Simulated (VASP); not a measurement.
# CdI2 (P-3m1) in VASP: notebook

CdI2 is run at these levels: PBE; tasks: single point.

Program: VASP 6.6.1. These are calculated values, not measurements. Logs are shortened: lines on timing, memory, paths and dates and some standing lists are left out, and cuts for length are marked.

**1. The cell of the first run**

The structure is trigonal, space group P-3m1 (No. 164). Conventional cell: a = 4.120 Å, b = 4.120 Å, c = 7.052 Å, α = 90.00°, β = 90.00°, γ = 120.00°. Within 3.9 Å of Cd (site symmetry -3m) lie 6 I at 2.97 Å. Within 3.9 Å of I (site symmetry 3m) lie 3 Cd at 2.97 Å.

**2. Single point, PBE (epitaxial xy strain -3.0%)**

INCAR reads:

```
SYSTEM = CdI2
ALGO     = Normal         ! electronic algorithm
EDIFF    = 1E-6           ! SCF threshold, eV
ENCUT    = 500            ! plane-wave cutoff, eV
GGA      = PE             ! functional
GGA_COMPAT= .False.      
ISIF     = 2              ! what is computed and relaxed
ISMEAR   = -1             ! smearing method
LASPH    = .True.         ! aspherical terms in the spheres
LCHARG   = .True.         ! write CHGCAR
LELF     = .True.         ! ELF
LREAL    = .False.        ! projectors in reciprocal space
LVHAR    = .True.       
LWAVE    = .False.        ! write WAVECAR
NBANDS   = 20             ! bands
NELM     = 120            ! most SCF steps
PREC     = Accurate       ! precision mode
SIGMA    = 0.02           ! smearing width, eV
```

KPOINTS reads:

```
k-points
0
Gamma
  12 12 4
  0 0 0
```

POSCAR reads:

```
CdI2
1.0
    4.1195984652      0.0000000000      0.0000000000
   -2.0597992326      3.5676769243      0.0000000000
    0.0000000000      0.0000000000      7.0523933773
Cd I
1 2
Direct
    0.0000000000      0.0000000000      0.0000000000
    0.3333333333      0.6666666667      0.2518616018
    0.6666666667      0.3333333333      0.7481383982
```

Potentials or basis: VASP PAW PBE potentials, release 64 (Cd, I).

The run is started by

```sh
cat potpaw_PBE.64/Cd/POTCAR potpaw_PBE.64/I/POTCAR > POTCAR
mpirun -np 1 vasp_std > vasp.out
```

OUTCAR:

```text
SYSTEM = CdI2
   EDIFF = 1E-6
   ENCUT = 500
   GGA = PE
   ISIF = 2
   ISMEAR = -1
   LASPH = .True.
   LREAL = .False.
   NELM = 120
   PREC = Accurate

 ion  position               nearest neighbor table
   1  0.000  0.000  0.000-   2 2.97   3 2.97   3 2.97   2 2.97   3 2.97   2 2.97
   2  0.333  0.667  0.252-   1 2.97   1 2.97   1 2.97
   3  0.667  0.333  0.748-   1 2.97   1 2.97   1 2.97

  LATTYP: Found a hexagonal cell.
 ALAT       =     4.1195984652
 C/A-ratio  =     1.7119128082

  Lattice vectors:

 A1 = (   4.1195984652,   0.0000000000,   0.0000000000)
 A2 = (  -2.0597992326,   3.5676769243,   0.0000000000)
 A3 = (   0.0000000000,   0.0000000000,   7.0523933773)

Analysis of symmetry for initial positions (statically):
=====================================================================
 Subroutine PRICEL returns:
 Original cell was already a primitive cell.

 Routine SETGRP: Setting up the symmetry group for a
 hexagonal supercell.

 Subroutine GETGRP returns: Found 12 space group operations
 (whereof 12 operations were pure point group operations)
 out of a pool of 24 trial point group operations.

The static configuration has the point symmetry D_3d.

Analysis of symmetry for dynamics (positions and initial velocities):
=====================================================================
 Subroutine PRICEL returns:
 Original cell was already a primitive cell.

 Routine SETGRP: Setting up the symmetry group for a
 hexagonal supercell.

 Subroutine GETGRP returns: Found 12 space group operations
 (whereof 12 operations were pure point group operations)
 out of a pool of 24 trial point group operations.

The dynamic configuration has the point symmetry D_3d.

 Subroutine INISYM returns: Found 12 space group operations
 (whereof 12 operations are pure point group operations),
 and found     1 'primitive' translations

----------------------------------------------------------------------------------------

                                     Primitive cell

  volume of cell :     103.6518

  direct lattice vectors                    reciprocal lattice vectors
     4.119598465  0.000000000  0.000000000     0.242742104  0.140147219  0.000000000
    -2.059799233  3.567676924  0.000000000     0.000000000  0.280294438  0.000000000
     0.000000000  0.000000000  7.052393377     0.000000000  0.000000000  0.141795834

  length of vectors
     4.119598465  4.119598465  7.052393377     0.280294438  0.280294438  0.141795834

[... 81 lines left out ...]
   NELM   =    120;   NELMIN=  2; NELMDL= -5     # of ELM steps
   EDIFF  = 0.1E-05   stopping-criterion for ELM
   LREAL  =      F    real-space projection
   EDIFFG = 0.1E-04   stopping-criterion for IOM
   NSW    =      0    number of steps for IOM
   IBRION =     -1    ionic relax: 0-MD 1-quasi-New 2-CG
   NFREE  =      0    steps in history (QN), initial steepest desc. (CG)
   ISIF   =      2    stress and relaxation
   ISYM   =      2    0-nonsym 1-usesym 2-fastsym
   POTIM  = 0.5000    time-step for ionic-motion
   TEBEG  =    0.0;   TEEND  =   0.0 temperature during run
   PSTRESS=    0.0 pullay stress
   NELECT =      26.0000    total number of electrons
   NUPDOWN=      -1.0000    fix difference up-down
   EMIN   =  10.00;   EMAX   =-10.00  energy-range for DOS
   EFERMI =   0.00;   METHOD = LEGACY
   ISMEAR =    -1;   SIGMA  =   0.02  broadening in eV -4-tet -1-fermi 0-gaus
   EFERMI_NEDOS =   21; number of points for ismear=-14 and -15
   IALGO  =     38    algorithm
   IMIX   =      4    mixing-type and parameters
     AMIX     =   0.40;   BMIX     =  1.00
     AMIX_MAG =   1.60;   BMIX_MAG =  1.00
  volume/ion in A,a.u.               =      34.55       233.16
  Fermi-wavevector in a.u.,A,eV,Ry     =   1.032461  1.951068 14.503479  1.065976
  Thomas-Fermi vector in A             =   2.166660
   LORBIT       =      0    0 simple, 1 ext, 2 COOP (PROOUT), +10 PAW based schemes
   GGA     = PE    functional components
   LHFCALC =     F    Hartree Fock is set to
   AEXX    =    0.0000 exact exchange contribution
   IVDW    =     0    specifies the selected vdW correction
   LEPSILON=     F    determine dielectric tensor
   LRPA    =     F    only Hartree local field effects (RPA)
 non-spin polarized calculation
  energy-cutoff  :      500.00
  volume of cell :      103.65
 maximum number of plane-waves:      2666
   NGX = 15   NGY = 15   NGZ = 25

 number of electron      26.0000007 magnetization

 Free energy of the ion-electron system (eV)
  ---------------------------------------------------
  ext. energy  EPLUGINS =         0.00000000
  ---------------------------------------------------
  free energy    TOTEN  =        -5.41838793 eV

  energy without entropy =       -5.41838793  energy(sigma->0) =       -5.41838793

 E-fermi :   2.9099     XC(G=0):  -8.7225

 val. band max:        2.4762322714   @ k =   0.0000   0.0000   0.5000
 cond. band min:       4.6151777415   @ k =   0.5000   0.0000   0.5000
 fundamental gap:      2.1389454701
 Fermi energy:         2.9099100906

 k-point     1 :       0.0000    0.0000    0.0000
  band No.  band energies     occupation
      1      -9.9367      2.00000
      2      -9.2641      2.00000
      3      -5.3129      2.00000
      4      -5.3129      2.00000
      5      -5.2083      2.00000
      6      -5.1102      2.00000
[... 541 lines left out ...]
     19      10.3717      0.00000
     20      11.1034      0.00000

 [... further k-points ...]

------------------------ aborting loop because EDIFF is reached ----------------------------------------

  FORCE on cell =-STRESS in cart. coord.  units (eV):
  Direction    XX          YY          ZZ          XY          YZ          ZX
  --------------------------------------------------------------------------------------
  -------------------------------------------------------------------------------------
  Total        2.3068240      2.3068240      1.1754786      0.0000000     -0.0000000      0.0000000
  in kB       35.6572718     35.6572718     18.1697256      0.0000000     -0.0000000      0.0000000
  external PRESSURE =      29.8280897 kB  Pullay stress =       0.0000000 kB

 VOLUME and BASIS-vectors are now :
 -----------------------------------------------------------------------------
  energy-cutoff  :      500.00
  volume of cell :      103.65
      direct lattice vectors                 reciprocal lattice vectors
     4.119598465  0.000000000  0.000000000     0.242742104  0.140147219  0.000000000
    -2.059799233  3.567676924  0.000000000     0.000000000  0.280294438  0.000000000
     0.000000000  0.000000000  7.052393377     0.000000000  0.000000000  0.141795834

 POSITION                                       TOTAL-FORCE (eV/Angst)
 -----------------------------------------------------------------------------------
      0.00000      0.00000      0.00000         0.000000      0.000000      0.000000
     -0.00000      2.37845      1.77623        -0.000000      0.000000      0.101028
      2.05980      1.18923      5.27617         0.000000     -0.000000     -0.101028
 -----------------------------------------------------------------------------------
    total drift:                                0.000000      0.000000     -0.000000

  FREE ENERGIE OF THE ION-ELECTRON SYSTEM (eV)
  ---------------------------------------------------
  free  energy   TOTEN  =        -5.4183879318 eV

  energy  without entropy=       -5.4183879318  energy(sigma->0) =       -5.41838793
```

stdout:

```text
POSCAR found type information on POSCAR CdI
 POSCAR found :  2 types and       3 ions
 scaLAPACK will be used
 LDA part: xc-table for (Slater+PW92), standard interpolation
 POSCAR, INCAR and KPOINTS ok, starting setup
 FFT: planning ... GRIDC
 FFT: planning ... GRID_SOFT
 FFT: planning ... GRID
 WAVECAR not read
 entering main loop
```

It took 60 s on 1 thread of AMD EPYC 9R45 (Zen 5), shared host; peak memory 0.26 GiB.

What came out:

```
Free energy            : -5.4184 eV
Pressure               : 3.0 GPa
Largest force          : 0.101 eV/Å
Band gap on the k mesh : 2.14 eV (least direct gap 2.61 eV)
```

Forces on the atoms (eV/Å):
```
Cd   0.000  0.000  0.000
I    0.000  0.000  0.101
I    0.000  0.000 -0.101
```

Levels at points of the mesh, in eV from the valence-band top:
| k point | band 9 | band 10 | band 11 | band 12 | band 13 | band 14 | band 15 | band 16 | band 17 | band 18 |
| --- | --- | --- | --- | --- | --- | --- | --- | --- | --- | --- |
| (0.00, 0.00, 0.00) | -0.55 | -0.31 | -0.31 | -0.13 | -0.13 | 2.48 | 4.55 | 6.45 | 6.45 | 7.97 |
| (0.50, 0.00, 0.00) | -3.14 | -2.30 | -1.56 | -0.96 | -0.26 | 2.52 | 4.81 | 5.68 | 6.42 | 6.97 |
| (0.00, 0.00, 0.50) | -2.01 | -0.42 | -0.42 | 0.00 | 0.00 | 3.72 | 4.56 | 6.28 | 6.28 | 7.50 |
| (0.50, 0.00, 0.50) | -3.52 | -1.57 | -1.37 | -0.74 | -0.55 | 2.14 | 4.58 | 5.51 | 6.28 | 7.13 |

Caveat: the cell differs from its parent crystal (epitaxial xy strain -3.0%); spin-orbit coupling is left out, which moves the levels of the heavy elements; this functional lacks dispersion, which binds the layers, so the pressure and a relaxed spacing across them are unreliable.

(Part 1 of 3 ends here.)
